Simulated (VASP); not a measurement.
# W (R-3m) in VASP: a series of runs, part 2 of 2

VASP 6.6.1. Earlier steps stand in the parts before.

## 3. Single point, PBE

This run uses another cell than the first one, of the same volume but with other edges.

Contents of INCAR:

```
PREC = Accurate ; ENCUT = 520
EDIFF = 1E-6 ; ISMEAR = 0
SIGMA = 0.15 ; LREAL = F
LASPH = T ; NELM = 60
ALGO = Fast ; ISIF = 2
LWAVE = F ; LCHARG = T
GGA = PE ; LELF = T
LVHAR = T ; NBANDS = 13
```

Contents of KPOINTS:

```
Automatic mesh
0
Gamma
  22 22 22
```

Contents of POSCAR:

```
W
1.0
   -1.1836180135      1.6423700809      1.6423700809
    1.6423700809     -1.1836180135      1.6423700809
    1.6423700809      1.6423700809     -1.1836180135
W
1
Direct
    0.0000000000      0.0000000000      0.0000000000
```

Potentials or basis: VASP PAW PBE potentials, release 64 (W_sv).

The run is started by

```console
> cat potpaw_PBE.64/W_sv/POTCAR > POTCAR
> mpirun -np 1 vasp_std > vasp.out
```

OUTCAR:

```text
PREC = Accurate
   ENCUT = 520
   EDIFF = 1E-6
   ISMEAR = 0
   LREAL = F
   LASPH = T
   NELM = 60
   ISIF = 2
   GGA = PE

 ion  position               nearest neighbor table
   1  0.000  0.000  0.000-

  LATTYP: Found a trigonal (rhomboedric) cell.
 ALAT       =     2.6068583711
 COS(alpha) =    -0.1751837620

  Lattice vectors:

 A1 = (  -1.1836180135,   1.6423700809,   1.6423700809)
 A2 = (   1.6423700809,  -1.1836180135,   1.6423700809)
 A3 = (   1.6423700809,   1.6423700809,  -1.1836180135)

Analysis of symmetry for initial positions (statically):
=====================================================================
 Subroutine PRICEL returns:
 Original cell was already a primitive cell.

 Routine SETGRP: Setting up the symmetry group for a
 trigonal (rhombohedral) supercell.

 Subroutine GETGRP returns: Found 12 space group operations
 (whereof 12 operations were pure point group operations)
 out of a pool of 12 trial point group operations.

The static configuration has the point symmetry D_3d.

Analysis of symmetry for dynamics (positions and initial velocities):
=====================================================================
 Subroutine PRICEL returns:
 Original cell was already a primitive cell.

 Routine SETGRP: Setting up the symmetry group for a
 trigonal (rhombohedral) supercell.

 Subroutine GETGRP returns: Found 12 space group operations
 (whereof 12 operations were pure point group operations)
 out of a pool of 12 trial point group operations.

The dynamic configuration has the point symmetry D_3d.

 Subroutine INISYM returns: Found 12 space group operations
 (whereof 12 operations are pure point group operations),
 and found     1 'primitive' translations

----------------------------------------------------------------------------------------

                                     Primitive cell

  volume of cell :      16.7800

  direct lattice vectors                    reciprocal lattice vectors
    -1.183618014  1.642370081  1.642370081    -0.077260303  0.276598230  0.276598230
     1.642370081 -1.183618014  1.642370081     0.276598230 -0.077260303  0.276598230
     1.642370081  1.642370081 -1.183618014     0.276598230  0.276598230 -0.077260303

  length of vectors
     2.606858371  2.606858371  2.606858371     0.398725865  0.398725865  0.398725865

  position of ions in fractional coordinates (direct lattice)
     0.000000000  0.000000000  0.000000000

  ion indices of the primitive-cell ions
   primitive index   ion index
                 1           1

----------------------------------------------------------------------------------------

 KPOINTS: Automatic mesh

Automatic generation of k-mesh.
 Grid dimensions read from file:
 generate k-points for:   22   22   22

 Generating k-lattice:

  Cartesian coordinates                     Fractional coordinates (reciprocal lattice)
    -0.003511832  0.012572647  0.012572647     0.045454545  0.000000000  0.000000000
     0.012572647 -0.003511832  0.012572647     0.000000000  0.045454545  0.000000000
     0.012572647  0.012572647 -0.003511832     0.000000000  0.000000000  0.045454545

  Length of vectors
     0.018123903  0.018123903  0.018123903

  Shift w.r.t. Gamma in fractional coordinates (k-lattice)
     0.000000000  0.000000000  0.000000000

 Subroutine IBZKPT returns following result:
 ===========================================

 Found   1024 irreducible k-points:

 Following reciprocal coordinates:
            Coordinates               Weight
  0.000000  0.000000  0.000000      1.000000
  0.045455 -0.000000 -0.000000      6.000000
  0.090909 -0.000000 -0.000000      6.000000
  0.136364 -0.000000 -0.000000      6.000000
  0.181818  0.000000 -0.000000      6.000000
  0.227273  0.000000  0.000000      6.000000
[... 16 lines left out ...]
  0.500000  0.045455 -0.000000     12.000000
 -0.454545  0.045455  0.000000     12.000000
 [... further k-points ...]
   k-points           NKPTS =   1024   k-points in BZ     NKDIM =   1024   number of bands    NBANDS=     13
   number of dos      NEDOS =    301   number of ions     NIONS =      1
   total plane-waves  NPLWV =   8000
   dimension x,y,z NGX =    20 NGY =   20 NGZ =   20
   dimension x,y,z NGXF=    40 NGYF=   40 NGZF=   40
   ions per type =               1
   NGX,Y,Z   is equivalent  to a cutoff of  12.75, 12.75, 12.75 a.u.
   NGXF,Y,Z  is equivalent  to a cutoff of  25.51, 25.51, 25.51 a.u.
 SYSTEM =  unknown system
   PREC   = accura    normal or accurate (medium, high low for compatibility)
   ISTART =      0    job   : 0-new  1-cont  2-samecut
   ICHARG =      2    charge: 1-file 2-atom 10-const
   ISPIN  =      1    spin polarized calculation?
   LNONCOLLINEAR =      F non collinear calculations
   LSORBIT =      F    spin-orbit coupling
   LASPH  =      T    aspherical Exc in radial PAW
   ENCUT  =  520.0 eV  38.22 Ry    6.18 a.u.   4.85  4.85  4.85*2*pi/ulx,y,z
   NELM   =     60;   NELMIN=  2; NELMDL= -5     # of ELM steps
   EDIFF  = 0.1E-05   stopping-criterion for ELM
   LREAL  =      F    real-space projection
   EDIFFG = 0.1E-04   stopping-criterion for IOM
   NSW    =      0    number of steps for IOM
   IBRION =     -1    ionic relax: 0-MD 1-quasi-New 2-CG
   NFREE  =      0    steps in history (QN), initial steepest desc. (CG)
   ISIF   =      2    stress and relaxation
   ISYM   =      2    0-nonsym 1-usesym 2-fastsym
   POTIM  = 0.5000    time-step for ionic-motion
   TEBEG  =    0.0;   TEEND  =   0.0 temperature during run
   PSTRESS=    0.0 pullay stress
   NELECT =      14.0000    total number of electrons
   NUPDOWN=      -1.0000    fix difference up-down
   EMIN   =  10.00;   EMAX   =-10.00  energy-range for DOS
   EFERMI =   0.00;   METHOD = LEGACY
   ISMEAR =     0;   SIGMA  =   0.15  broadening in eV -4-tet -1-fermi 0-gaus
   EFERMI_NEDOS =   21; number of points for ismear=-14 and -15
   IALGO  =     68    algorithm
   IMIX   =      4    mixing-type and parameters
     AMIX     =   0.40;   BMIX     =  1.00
     AMIX_MAG =   1.60;   BMIX_MAG =  1.00
  volume/ion in A,a.u.               =      16.78       113.24
  Fermi-wavevector in a.u.,A,eV,Ry     =   1.541181  2.912409 32.317069  2.375238
  Thomas-Fermi vector in A             =   2.647163
   LORBIT       =      0    0 simple, 1 ext, 2 COOP (PROOUT), +10 PAW based schemes
   GGA     = PE    functional components
   LHFCALC =     F    Hartree Fock is set to
   AEXX    =    0.0000 exact exchange contribution
   IVDW    =     0    specifies the selected vdW correction
   LEPSILON=     F    determine dielectric tensor
   LRPA    =     F    only Hartree local field effects (RPA)
 non-spin polarized calculation
 RMM-DIIS sequential band-by-band and
 Gauss-broadening in eV      SIGMA  =   0.15
  energy-cutoff  :      520.00
  volume of cell :       16.78
 maximum number of plane-waves:       466
   NGX =  9   NGY =  9   NGZ =  9

 number of electron      13.9999996 magnetization

 Free energy of the ion-electron system (eV)
  ---------------------------------------------------
  ext. energy  EPLUGINS =         0.00000000
  ---------------------------------------------------
  free energy    TOTEN  =       -12.01575100 eV

  energy without entropy =      -12.00965614  energy(sigma->0) =      -12.01270357

 E-fermi :  10.7038     XC(G=0): -13.2214

 val. band max:       10.6995651143   @ k =  -0.4091  -0.4545   0.2273
 cond. band min:      10.7118622306   @ k =   0.5000   0.2727   0.2273
 fundamental gap:      0.0122971163
 Fermi energy:        10.7038466452

 k-point     1 :       0.0000    0.0000    0.0000
  band No.  band energies     occupation
      1     -63.5362      2.00000
      2     -27.3246      2.00000
      3     -26.9346      2.00000
      4     -26.9346      2.00000
      5       1.4443      2.00000
      6       6.6150      2.00000
      7       6.6150      2.00000
      8      13.7583      0.00000
      9      14.8557      0.00000
     10      14.8557      0.00000
     11      24.2882      0.00000
     12      24.2882      0.00000
     13      30.7375      0.00000
[... 353 lines left out ...]
 k-point    24 :      -0.4545    0.0455    0.0000
  band No.  band energies     occupation
      1     -63.4206      2.00000
      2     -28.4758      2.00000
      3     -27.1257      2.00000
      4     -26.8631      2.00000
      5       4.9031      2.00000
      6       6.9367      2.00000
      7       9.3940      2.00000
      8      12.7893      0.00000
      9      13.0434      0.00000
     10      14.9955      0.00000
     11      20.7020      0.00000
     12      24.7487      0.00000
     13      29.3067      0.00000

 [... further k-points ...]
[... 5 lines left out ...]
  --------------------------------------------------------------------------------------
  -------------------------------------------------------------------------------------
  Total        1.1564025      1.1564025      1.1564025     -1.6968775     -1.6968775     -1.6968775
  in kB      110.4148908    110.4148908    110.4148908   -162.0201815   -162.0201815   -162.0201815
  external PRESSURE =     110.4148908 kB  Pullay stress =       0.0000000 kB

 VOLUME and BASIS-vectors are now :
 -----------------------------------------------------------------------------
  energy-cutoff  :      520.00
  volume of cell :       16.78
      direct lattice vectors                 reciprocal lattice vectors
    -1.183618014  1.642370081  1.642370081    -0.077260303  0.276598230  0.276598230
     1.642370081 -1.183618014  1.642370081     0.276598230 -0.077260303  0.276598230
     1.642370081  1.642370081 -1.183618014     0.276598230  0.276598230 -0.077260303

 POSITION                                       TOTAL-FORCE (eV/Angst)
 -----------------------------------------------------------------------------------
      0.00000      0.00000      0.00000         0.000000     -0.000000      0.000000
 -----------------------------------------------------------------------------------
    total drift:                                0.000000      0.000000      0.000000

  FREE ENERGIE OF THE ION-ELECTRON SYSTEM (eV)
  ---------------------------------------------------
  free  energy   TOTEN  =       -12.0157509963 eV

  energy  without entropy=      -12.0096561370  energy(sigma->0) =      -12.01270357
```

OSZICAR:

```text
N       E                     dE             d eps       ncg     rms          rms(c)
DAV:   1     0.877518687620E+02    0.87752E+02   -0.74965E+03 26760   0.121E+03
DAV:   2    -0.107485187821E+02   -0.98500E+02   -0.94182E+02 29644   0.316E+02
DAV:   3    -0.124756995077E+02   -0.17272E+01   -0.17200E+01 30094   0.409E+01
DAV:   4    -0.124835308595E+02   -0.78314E-02   -0.78312E-02 29819   0.304E+00
DAV:   5    -0.124836040833E+02   -0.73224E-04   -0.73225E-04 30499   0.279E-01    0.200E+01
RMM:   6    -0.121105882210E+02    0.37302E+00   -0.30194E-01 29146   0.518E+00    0.880E+00
RMM:   7    -0.120179474188E+02    0.92641E-01   -0.22191E-01 29393   0.453E+00    0.555E-01
RMM:   8    -0.120157778953E+02    0.21695E-02   -0.12407E-02 32819   0.124E+00    0.228E-01
RMM:   9    -0.120157277497E+02    0.50146E-04   -0.20888E-03 32600   0.568E-01    0.636E-02
RMM:  10    -0.120157496936E+02   -0.21944E-04   -0.32396E-04 34702   0.212E-01    0.101E-02
RMM:  11    -0.120157496891E+02    0.45031E-08   -0.58866E-05 34679   0.941E-02    0.406E-03
RMM:  12    -0.120157509895E+02   -0.13004E-05   -0.17838E-05 29689   0.479E-02    0.203E-03
RMM:  13    -0.120157509963E+02   -0.68289E-08   -0.28177E-06 24514   0.195E-02
   1 F= -.12015751E+02 E0= -.12012704E+02  d E =-.609486E-02
```

Wall time 1.9 min (1 thread of Intel Xeon 6975P-C, shared host); peak memory 0.3 GiB.

Results:

* Free energy: -12.0158 eV
* Pressure: 11.0 GPa
* Band gap on the k mesh: zero (band 7 reaches 12.34 eV, above the bottom of band 8 at 9.51 eV)

Levels at points of the mesh, in eV from the Fermi level:
| k point | band 4 | band 5 | band 6 | band 7 | band 8 | band 9 | band 10 | band 11 |
| --- | --- | --- | --- | --- | --- | --- | --- | --- |
| (0.00, 0.00, 0.00) | -37.64 | -9.26 | -4.09 | -4.09 | 3.05 | 4.15 | 4.15 | 13.58 |
| (0.50, 0.00, 0.00) | -37.55 | -5.83 | -3.84 | -0.74 | 1.75 | 2.27 | 4.39 | 10.12 |
| (0.50, 0.50, 0.00) | -37.59 | -6.10 | -3.63 | 1.58 | 2.25 | 2.89 | 7.42 | 7.66 |
| (0.50, 0.50, 0.50) | -38.58 | -5.27 | -5.27 | -1.47 | 6.78 | 7.42 | 7.42 | 10.06 |

Caveat: spin-orbit coupling is left out, which moves the levels of the heavy elements.

## 4. Single point, PBE

This run uses another cell than the first one, of the same volume but with other edges.

Contents of INCAR:

```
SYSTEM = W
  PREC = Accurate
  ENCUT = 520
  EDIFF = 1E-7
  ISMEAR = 0
  SIGMA = 0.15
  LREAL = .False.
  LASPH = .True.
  NELM = 100
  ALGO = Fast
  ISIF = 2
  LWAVE = .False.
  LCHARG = .False.
  GGA = PE
  NBANDS = 13
```

Contents of KPOINTS:

```
Automatic mesh
0
Gamma
  22 22 22
  0 0 0
```

Contents of POSCAR:

```
W
1.0
   -2.2606732307      1.6726425252      1.6726425252
    1.6726425252     -2.2606732307      1.6726425252
    1.6726425252      1.6726425252     -2.2606732307
W
1
Direct
    0.0000000000      0.0000000000      0.0000000000
```

The run is started by

```console
> cat potpaw_PBE.64/W_sv/POTCAR > POTCAR
> mpirun -np 1 vasp_std > vasp.out
```

Wall time 1.8 min (1 thread of Intel Xeon 6975P-C, shared host); peak memory 0.32 GiB.

Results (log left out):

```yaml
Free_energy: -5.4777 eV
Pressure: 145.9 GPa
Band_gap_on_the_k_mesh: zero (band 7 reaches 13.62 eV, above the bottom of band 8 at 7.39 eV)
```

Stress tensor (GPa, compression positive):
```
145.95 171.06 171.06
171.06 145.95 171.06
171.06 171.06 145.95
```

Levels at points of the mesh, in eV from the Fermi level:
```csv
k point,band 4,band 5,band 6,band 7,band 8,band 9,band 10,band 11
"(0.00, 0.00, 0.00)",-33.13,-9.23,-6.62,-3.25,-3.25,8.69,10.94,10.94
"(0.50, 0.00, 0.00)",-37.40,-7.91,-7.03,1.83,2.19,4.69,4.98,11.33
"(0.50, 0.50, 0.00)",-33.13,-7.11,-6.20,-1.78,0.34,2.60,8.23,11.01
"(0.50, 0.50, 0.50)",-37.51,-8.04,-8.04,2.98,2.98,7.63,9.04,9.04
```

Caveat: spin-orbit coupling is left out, which moves the levels of the heavy elements.

## 5. Single point, PBE

This run uses another cell than the first one, of 14.20 Å³/atom, 0.846 times its volume.

Contents of INCAR:

```
SYSTEM = W
PREC = Accurate ; ENCUT = 520
EDIFF = 1E-6 ; ISMEAR = 0
SIGMA = 0.15 ; LREAL = .False.
LASPH = .True. ; NELM = 80
ALGO = Fast ; ISIF = 2
LWAVE = .False. ; LCHARG = .True.
GGA = PE ; LELF = .True.
LVHAR = .True. ; NBANDS = 13
```

KPOINTS is that of step 4.

Contents of POSCAR:

```
W
1.0
   -0.6982237284      1.6436301317      1.6436301317
    1.6436301317     -0.6982237284      1.6436301317
    1.6436301317      1.6436301317     -0.6982237284
W
1
Direct
    0.0000000000      0.0000000000      0.0000000000
```

Potentials or basis: VASP PAW PBE potentials, release 64 (W_sv).

The run is started by

```console
> cat potpaw_PBE.64/W_sv/POTCAR > POTCAR
> mpirun -np 1 vasp_std > vasp.out
```

OUTCAR:

```text
SYSTEM = W
   PREC = Accurate
   ENCUT = 520
   EDIFF = 1E-6
   ISMEAR = 0
   LREAL = .False.
   LASPH = .True.
   NELM = 80
   ISIF = 2
   GGA = PE

 ion  position               nearest neighbor table
   1  0.000  0.000  0.000-

  LATTYP: Found a trigonal (rhomboedric) cell.
 ALAT       =     2.4270468464
 COS(alpha) =     0.0689708858

  Lattice vectors:

 A1 = (  -0.6982237284,   1.6436301317,   1.6436301317)
[... 553 lines left out ...]
      1     -60.8081      2.00000
      2     -26.7133      2.00000
      3     -23.9986      2.00000
      4     -23.8658      2.00000
      5       7.1406      2.00000
      6       8.5112      2.00000
      7      12.1293      2.00000
      8      14.3300      0.00000
      9      14.6109      0.00000
     10      19.7243      0.00000
     11      25.5266      0.00000
     12      27.7669      0.00000
     13      33.6545      0.00000

 [... further k-points ...]
[... 5 lines left out ...]
  --------------------------------------------------------------------------------------
  -------------------------------------------------------------------------------------
  Total        8.2465567      8.2465567      8.2465567      1.1529070      1.1529070      1.1529070
  in kB      930.5194878    930.5194878    930.5194878    130.0909551    130.0909551    130.0909551
  external PRESSURE =     930.5194878 kB  Pullay stress =       0.0000000 kB

 VOLUME and BASIS-vectors are now :
 -----------------------------------------------------------------------------
  energy-cutoff  :      520.00
  volume of cell :       14.20
      direct lattice vectors                 reciprocal lattice vectors
    -0.698223728  1.643630132  1.643630132    -0.155926730  0.271085398  0.271085398
     1.643630132 -0.698223728  1.643630132     0.271085398 -0.155926730  0.271085398
     1.643630132  1.643630132 -0.698223728     0.271085398  0.271085398 -0.155926730

 POSITION                                       TOTAL-FORCE (eV/Angst)
 -----------------------------------------------------------------------------------
      0.00000      0.00000      0.00000         0.000000      0.000000     -0.000000
 -----------------------------------------------------------------------------------
    total drift:                                0.000000      0.000000      0.000000

  FREE ENERGIE OF THE ION-ELECTRON SYSTEM (eV)
  ---------------------------------------------------
  free  energy   TOTEN  =       -10.6236033263 eV

  energy  without entropy=      -10.6145373595  energy(sigma->0) =      -10.61907034
```

Wall time 1.7 min (1 thread of Intel Xeon 6975P-C, shared host); peak memory 0.28 GiB.

What came out:

- Free energy: -10.6236 eV
- Pressure: 93.1 GPa
- Band gap on the k mesh: zero (band 7 reaches 15.37 eV, above the bottom of band 8 at 11.57 eV)

Caveat: spin-orbit coupling is left out, which moves the levels of the heavy elements.

## 6. Overview

```tsv
cell	further INCAR settings	gap on the mesh (eV)	pressure (GPa)
a = 3.090 Å, angles 114.8°, 1 atom	ALGO = Fast; EDIFF = 1e-06; NBANDS = 13	none	45.3
a = 2.607 Å, angles 100.1°, 1 atom	ALGO = Fast; EDIFF = 1e-06; NBANDS = 13	none	11.0
a = 3.272 Å, angles 116.4°, 1 atom	ALGO = Fast; EDIFF = 1e-07; NBANDS = 13	none	145.9
a = 2.427 Å, angles 86.0°, 1 atom	ALGO = Fast; EDIFF = 1e-06; NBANDS = 13	none	93.1
```

Alike in all rows: task single point; level PBE; potentials or basis VASP PAW PBE potentials, release 64 (W_sv); no spin polarisation; k mesh 22 × 22 × 22; cutoff (eV) 520; smearing gaussian 0.15 eV.

Caveats: spin-orbit coupling is left out, which moves the levels of the heavy elements.

Total energies depend on the potentials used, so only differences within one code and one set of settings carry meaning.
